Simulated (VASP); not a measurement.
# La (P6_3/mmc) in VASP: further runs, part 2 of 2

VASP 6.6.1.

**6. Single point, PBEsol**

This run uses another cell than the first one, of 34.77 Å³/atom.

Input file INCAR:

```
SYSTEM = La
ALGO = Normal
EDIFF = 1E-6
ENCUT = 520
GGA = PS
ISIF = 2
ISMEAR = -1
LASPH = .True.
LCHARG = .True.
LELF = .True.
LREAL = .False.
LVHAR = .True.
LWAVE = .False.
NBANDS = 18
NELM = 80
PREC = Accurate
SIGMA = 0.05
```

Input file KPOINTS:

```
k-points
0
Gamma
  8 8 5
  0 0 0
```

Input file POSCAR:

```
La
1.0
    3.6808893296      0.0000000000      0.0000000000
   -1.8404446648      3.1877436679      0.0000000000
    0.0000000000      0.0000000000      5.9261187352
La
2
Direct
    0.6666666667      0.3333333333      0.7500000000
    0.3333333333      0.6666666667      0.2500000000
```

Potentials or basis: VASP PAW PBE potentials, release 64 (La).

The run is started by

```bash
cat potpaw_PBE.64/La/POTCAR > POTCAR
mpirun -np 1 vasp_std > vasp.out
```

OUTCAR:

```text
SYSTEM = La
   EDIFF = 1E-6
   ENCUT = 520
   GGA = PS
   ISIF = 2
   ISMEAR = -1
   LASPH = .True.
   LREAL = .False.
   NELM = 80
   PREC = Accurate

 ion  position               nearest neighbor table
   1  0.667  0.333  0.750-   2 3.65   2 3.65   2 3.65   2 3.65   2 3.65   2 3.65
   2  0.333  0.667  0.250-   1 3.65   1 3.65   1 3.65   1 3.65   1 3.65   1 3.65

  LATTYP: Found a hexagonal cell.
 ALAT       =     3.6808893296
 C/A-ratio  =     1.6099692777

  Lattice vectors:

 A1 = (   3.6808893296,   0.0000000000,   0.0000000000)
 A2 = (  -1.8404446648,   3.1877436679,   0.0000000000)
 A3 = (   0.0000000000,   0.0000000000,   5.9261187352)

Analysis of symmetry for initial positions (statically):
=====================================================================
 Subroutine PRICEL returns:
 Original cell was already a primitive cell.

 Routine SETGRP: Setting up the symmetry group for a
 hexagonal supercell.

 Subroutine GETGRP returns: Found 24 space group operations
 (whereof 12 operations were pure point group operations)
 out of a pool of 24 trial point group operations.

The static configuration has the point symmetry D_3d.
 The point group associated with its full space group is D_6h.

Analysis of symmetry for dynamics (positions and initial velocities):
=====================================================================
 Subroutine PRICEL returns:
 Original cell was already a primitive cell.

 Routine SETGRP: Setting up the symmetry group for a
 hexagonal supercell.

 Subroutine GETGRP returns: Found 24 space group operations
 (whereof 12 operations were pure point group operations)
 out of a pool of 24 trial point group operations.

The dynamic configuration has the point symmetry D_3d.
 The point group associated with its full space group is D_6h.

 Subroutine INISYM returns: Found 24 space group operations
 (whereof 12 operations are pure point group operations),
 and found     1 'primitive' translations

[... 110 lines left out ...]
   EFERMI_NEDOS =   21; number of points for ismear=-14 and -15
   IALGO  =     38    algorithm
   IMIX   =      4    mixing-type and parameters
     AMIX     =   0.40;   BMIX     =  1.00
     AMIX_MAG =   1.60;   BMIX_MAG =  1.00
  volume/ion in A,a.u.               =      34.77       234.62
  Fermi-wavevector in a.u.,A,eV,Ry     =   1.115527  2.108041 16.931107  1.244401
  Thomas-Fermi vector in A             =   2.252133
   LORBIT       =      0    0 simple, 1 ext, 2 COOP (PROOUT), +10 PAW based schemes
   GGA     = PS    functional components
   LHFCALC =     F    Hartree Fock is set to
   AEXX    =    0.0000 exact exchange contribution
   IVDW    =     0    specifies the selected vdW correction
   LEPSILON=     F    determine dielectric tensor
   LRPA    =     F    only Hartree local field effects (RPA)
 non-spin polarized calculation
  energy-cutoff  :      520.00
  volume of cell :       69.54
 maximum number of plane-waves:      1890
 NGX is ok and might be reduce to    28
   NGX = 13   NGY = 13   NGZ = 23

 number of electron      22.0000002 magnetization

 Free energy of the ion-electron system (eV)
  ---------------------------------------------------
  ext. energy  EPLUGINS =         0.00000000
  ---------------------------------------------------
  free energy    TOTEN  =       -10.61639534 eV

  energy without entropy =      -10.58083902  energy(sigma->0) =      -10.59861718

 E-fermi :   8.3684     XC(G=0):  -9.9570

 val. band max:        8.3324640007   @ k =   0.2500   0.2500   0.4000
 cond. band min:       8.3734668205   @ k =   0.2500   0.2500   0.0000
 fundamental gap:      0.0410028198
 Fermi energy:         8.3683607180

 k-point     1 :       0.0000    0.0000    0.0000
  band No.  band energies     occupation
      1     -24.3891      2.00000
      2     -24.1201      2.00000
      3      -8.8852      2.00000
      4      -7.4176      2.00000
      5      -7.4176      2.00000
      6      -7.1866      2.00000
[... 481 lines left out ...]
      5      -7.7448      2.00000
      6      -7.6165      2.00000
[... 10 lines left out ...]
     17      10.3098      0.00000
     18      10.3386      0.00000

 [... further k-points ...]

------------------------ aborting loop because EDIFF is reached ----------------------------------------

  FORCE on cell =-STRESS in cart. coord.  units (eV):
  Direction    XX          YY          ZZ          XY          YZ          ZX
  --------------------------------------------------------------------------------------
  -------------------------------------------------------------------------------------
  Total        0.0150666      0.0150666      0.0540092      0.0000000      0.0000000      0.0000000
  in kB        0.3471514      0.3471514      1.2444334      0.0000000      0.0000000      0.0000000
  external PRESSURE =       0.6462454 kB  Pullay stress =       0.0000000 kB

 VOLUME and BASIS-vectors are now :
 -----------------------------------------------------------------------------
  energy-cutoff  :      520.00
  volume of cell :       69.54
      direct lattice vectors                 reciprocal lattice vectors
     3.680889330  0.000000000  0.000000000     0.271673476  0.156850755  0.000000000
    -1.840444665  3.187743668  0.000000000     0.000000000  0.313701509  0.000000000
     0.000000000  0.000000000  5.926118735     0.000000000  0.000000000  0.168744510

 POSITION                                       TOTAL-FORCE (eV/Angst)
 -----------------------------------------------------------------------------------
      1.84044      1.06258      4.44459         0.000000     -0.000000      0.000000
     -0.00000      2.12516      1.48153        -0.000000      0.000000      0.000000
 -----------------------------------------------------------------------------------
    total drift:                               -0.000000      0.000000     -0.000000

  FREE ENERGIE OF THE ION-ELECTRON SYSTEM (eV)
  ---------------------------------------------------
  free  energy   TOTEN  =       -10.6163953414 eV

  energy  without entropy=      -10.5808390240  energy(sigma->0) =      -10.59861718
```

OSZICAR:

```text
N       E                     dE             d eps       ncg     rms          rms(c)
DAV:   1     0.247038317447E+03    0.24704E+03   -0.79382E+03  1088   0.168E+03
DAV:   2     0.249279898754E+02   -0.22211E+03   -0.21901E+03  1528   0.307E+02
DAV:   3    -0.713390320443E+01   -0.32062E+02   -0.31384E+02  1776   0.136E+02
DAV:   4    -0.103770118079E+02   -0.32431E+01   -0.32109E+01  2158   0.383E+01
DAV:   5    -0.106290189224E+02   -0.25201E+00   -0.25158E+00  1736   0.100E+01    0.342E+00
DAV:   6    -0.106368362266E+02   -0.78173E-02   -0.55560E-01  2158   0.493E+00    0.171E+00
DAV:   7    -0.106182291643E+02    0.18607E-01   -0.43485E-02  1824   0.128E+00    0.567E-01
DAV:   8    -0.106162449626E+02    0.19842E-02   -0.84264E-03  2142   0.653E-01    0.914E-02
DAV:   9    -0.106163393233E+02   -0.94361E-04   -0.73990E-04  1856   0.182E-01    0.431E-02
DAV:  10    -0.106163701862E+02   -0.30863E-04   -0.15166E-04  2056   0.752E-02    0.338E-02
DAV:  11    -0.106163838590E+02   -0.13673E-04   -0.28173E-05  1872   0.368E-02    0.224E-02
DAV:  12    -0.106163951595E+02   -0.11301E-04   -0.51927E-05  1976   0.534E-02    0.306E-03
DAV:  13    -0.106163953414E+02   -0.18193E-06   -0.38455E-06  1896   0.164E-02
   1 F= -.10616395E+02 E0= -.10598617E+02  d E =-.355563E-01
```

Run time: 33 s. Hardware: 1 thread of Intel Xeon Platinum 8488C (Sapphire Rapids), shared host; peak memory 0.19 GiB.

What came out:

```
Free energy            : -10.6164 eV
Pressure               : 0.1 GPa
Band gap on the k mesh : zero (bands 11 and 12 overlap by 1.39 eV)
```

Caveat: the PAW data sets were made with another functional, which shifts forces and pressure a little; spin-orbit coupling is left out, which moves the levels of the heavy elements.

**7. The runs side by side**

```tsv
cell	gap on the mesh (eV)	pressure (GPa)
a = 3.122, b = 3.122, c = 5.383 Å, angles 90.0, 90.0, 120.0°, 2 atoms	none	20.3
a = 3.287, b = 3.287, c = 5.559 Å, angles 90.0, 90.0, 120.0°, 2 atoms	none	10.2
a = 3.450, b = 3.450, c = 5.692 Å, angles 90.0, 90.0, 120.0°, 2 atoms	none	5.1
a = 3.559, b = 3.559, c = 5.851 Å, angles 90.0, 90.0, 120.0°, 2 atoms	none	2.1
a = 3.681, b = 3.681, c = 5.926 Å, angles 90.0, 90.0, 120.0°, 2 atoms	none	0.1
```

Alike in all rows: task single point; level PBEsol; potentials or basis VASP PAW PBE potentials, release 64 (La); no spin polarisation; k mesh 8 × 8 × 5; cutoff (eV) 520; smearing fermi-dirac 0.05 eV.

Caveats: the PAW data sets were made with another functional, which shifts forces and pressure a little; spin-orbit coupling is left out, which moves the levels of the heavy elements; the cell stands under pressure (at least some runs).

Total energies depend on the potentials used, so only differences within one code and one set of settings carry meaning.

The gap in the log of VASP goes by the Fermi energy; the results here count the filled bands.